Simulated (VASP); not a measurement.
# Ti4N3O (Pm-3m) in VASP: notebook, part 2 of 2

VASP 6.6.1.

### 3 Relaxation of cell and atoms, PBE

File INCAR:

```
SYSTEM = Ti4N3O
  PREC = Accurate
  ENCUT = 600
  EDIFF = 1E-6
  ISMEAR = 0
  SIGMA = 0.1
  LREAL = .False.
  LASPH = .True.
  NELM = 60
  ALGO = Normal
  ISIF = 3
  LWAVE = .False.
  LCHARG = .False.
  GGA = PE
  IBRION = 2
  NSW = 100
  EDIFFG = -0.01
```

File KPOINTS:

```
regular mesh
0
Gamma
  10 10 10
  0 0 0
```

File POSCAR:

```
Ti4N3O
1.0
    4.2520555741      0.0000000000      0.0000000000
    0.0000000000      4.2520555741      0.0000000000
    0.0000000000      0.0000000000      4.2520555741
Ti N O
4 3 1
Direct
    0.0000000000      0.0000000000      0.0000000000
    0.5000000000      0.0000000000      0.5000000000
    0.0000000000      0.5000000000      0.5000000000
    0.5000000000      0.5000000000      0.0000000000
    0.0000000000      0.5000000000      0.0000000000
    0.5000000000      0.0000000000      0.0000000000
    0.0000000000      0.0000000000      0.5000000000
    0.5000000000      0.5000000000      0.5000000000
```

Potentials or basis: VASP PAW PBE potentials, release 64 (Ti_sv, N, O).

Started as:

```bash
> cat potpaw_PBE.64/Ti_sv/POTCAR potpaw_PBE.64/N/POTCAR potpaw_PBE.64/O/POTCAR > POTCAR
> mpirun -np 1 vasp_std > vasp.out
```

OUTCAR:

```text
SYSTEM = Ti4N3O
   PREC = Accurate
   ENCUT = 600
   EDIFF = 1E-6
   ISMEAR = 0
   LREAL = .False.
   LASPH = .True.
   NELM = 60
   ISIF = 3
   GGA = PE
   IBRION = 2
   NSW = 100
   EDIFFG = -0.01

 ion  position               nearest neighbor table
   1  0.000  0.000  0.000-   5 2.13   6 2.13   7 2.13   7 2.13   5 2.13   6 2.13
   2  0.500  0.000  0.500-   6 2.13   7 2.13   8 2.13   6 2.13   8 2.13   7 2.13
   3  0.000  0.500  0.500-   5 2.13   7 2.13   8 2.13   5 2.13   7 2.13   8 2.13
   4  0.500  0.500  0.000-   5 2.13   6 2.13   8 2.13   8 2.13   6 2.13   5 2.13
   5  0.000  0.500  0.000-   1 2.13   3 2.13   4 2.13   3 2.13   1 2.13   4 2.13
   6  0.500  0.000  0.000-   1 2.13   2 2.13   4 2.13   2 2.13   4 2.13   1 2.13
   7  0.000  0.000  0.500-   1 2.13   2 2.13   3 2.13   1 2.13   3 2.13   2 2.13
   8  0.500  0.500  0.500-   2 2.13   3 2.13   4 2.13   4 2.13   2 2.13   3 2.13

  LATTYP: Found a simple cubic cell.
 ALAT       =     4.2520555741

  Lattice vectors:

 A1 = (   4.2520555741,   0.0000000000,   0.0000000000)
 A2 = (   0.0000000000,   4.2520555741,   0.0000000000)
 A3 = (   0.0000000000,   0.0000000000,   4.2520555741)

Analysis of symmetry for initial positions (statically):
=====================================================================
[... 193 lines left out ...]
  -------------------------------------------------------------------------------------
  Total        0.4036406      0.4036406      0.4036406      0.0000000     -0.0000000     -0.0000000
  in kB        8.4121807      8.4121807      8.4121807      0.0000000     -0.0000000     -0.0000000
  external PRESSURE =       8.4121807 kB  Pullay stress =       0.0000000 kB
[... 71 lines left out ...]
--------------------------------------- Ionic step        3  -------------------------------------------

 number of electron      68.9999993 magnetization

 Free energy of the ion-electron system (eV)
  ---------------------------------------------------
  ext. energy  EPLUGINS =         0.00000000
  ---------------------------------------------------
  free energy    TOTEN  =       -76.42972530 eV

  energy without entropy =      -76.40239910  energy(sigma->0) =      -76.41606220

 E-fermi :  11.4988     XC(G=0): -12.9382

 val. band max:       11.4967917875   @ k =   0.2000   0.1000   0.1000
 cond. band min:      11.5011232005   @ k =   0.4000   0.3000   0.0000
 fundamental gap:      0.0043314130
 Fermi energy:        11.4987810494

 k-point     1 :       0.0000    0.0000    0.0000
  band No.  band energies     occupation
      1     -46.4563      2.00000
      2     -46.3475      2.00000
      3     -46.3475      2.00000
      4     -46.2601      2.00000
      5     -22.9808      2.00000
      6     -22.9808      2.00000
[... 1045 lines left out ...]
     40      13.1338      0.00000
     41      13.1985      0.00000

 [... further k-points ...]

------------------------ aborting loop because EDIFF is reached ----------------------------------------

  FORCE on cell =-STRESS in cart. coord.  units (eV):
  Direction    XX          YY          ZZ          XY          YZ          ZX
  --------------------------------------------------------------------------------------
  -------------------------------------------------------------------------------------
  Total       -0.0010337     -0.0010337     -0.0010337      0.0000000     -0.0000000     -0.0000000
  in kB       -0.0214748     -0.0214748     -0.0214748      0.0000000     -0.0000000     -0.0000000
  external PRESSURE =      -0.0214748 kB  Pullay stress =       0.0000000 kB
[... 23 lines left out ...]
  FREE ENERGIE OF THE ION-ELECTRON SYSTEM (eV)
  ---------------------------------------------------
  free  energy   TOTEN  =       -76.4297253034 eV

  energy  without entropy=      -76.4023990962  energy(sigma->0) =      -76.41606220

 reached required accuracy - stopping structural energy minimisation
```

OSZICAR:

```text
N       E                     dE             d eps       ncg     rms          rms(c)
DAV:   1     0.106240044496E+04    0.10624E+04   -0.37034E+04  4592   0.232E+03
DAV:   2     0.101189234383E+03   -0.96121E+03   -0.94129E+03  4608   0.679E+02
DAV:   3    -0.797417729395E+02   -0.18093E+03   -0.17731E+03  6664   0.241E+02
[... 34 lines left out ...]
DAV:   7    -0.764296760260E+02   -0.55450E-04   -0.45916E-05  6951   0.331E-02    0.187E-02
DAV:   8    -0.764297174882E+02   -0.41462E-04   -0.59037E-05  6511   0.273E-02    0.995E-03
DAV:   9    -0.764297212931E+02   -0.38049E-05   -0.33289E-06  4912   0.112E-02    0.617E-03
DAV:  10    -0.764297249565E+02   -0.36634E-05   -0.37196E-06  4445   0.108E-02    0.838E-04
DAV:  11    -0.764297253034E+02   -0.34687E-06   -0.46602E-07  2732   0.458E-03
   3 F= -.76429725E+02 E0= -.76416062E+02  d E =-.653931E-03
```

Run time: 13 min. Hardware: 1 thread of Intel Xeon 8259CL, shared host; peak memory 0.33 GiB.

What came out:

* Free energy: -76.4297 eV
* Relaxed volume: 9.64 Å³/atom
* Relaxed cell: a = 4.257 Å, b = 4.257 Å, c = 4.257 Å, α = 90.00°, β = 90.00°, γ = 90.00°
* Space group after relaxing (to 0.1 Å): Pm-3m (No. 221)
* Energy gained by relaxing: 0.1 meV/atom
* Ionic steps: 3
* Pressure after relaxing: 0.0 GPa
* Band gap on the k mesh: zero (an odd number of electrons rules out a gap without spin polarisation)

The path:
```
step  energy change (eV)  largest force (eV/Å)  pressure (GPa)  volume (Å³)
   1              0.0000                0.0000            0.84        76.88
   2              0.0004                0.0000           -1.06        77.44
   3             -0.0007                0.0000            0.00        77.12
```

Final structure:
```
Ti N O
1.0
     4.25662    0.00000    0.00000
     0.00000    4.25662    0.00000
     0.00000    0.00000    4.25662
Ti N O
4 3 1
Direct
  0.00000 0.00000 0.00000
  0.50000 0.00000 0.50000
  0.00000 0.50000 0.50000
  0.50000 0.50000 0.00000
  0.00000 0.50000 0.00000
  0.50000 0.00000 0.00000
  0.00000 0.00000 0.50000
  0.50000 0.50000 0.50000
```

Caveat: an odd number of electrons without spin polarisation forces a metal; a magnetic or distorted state may lie lower.
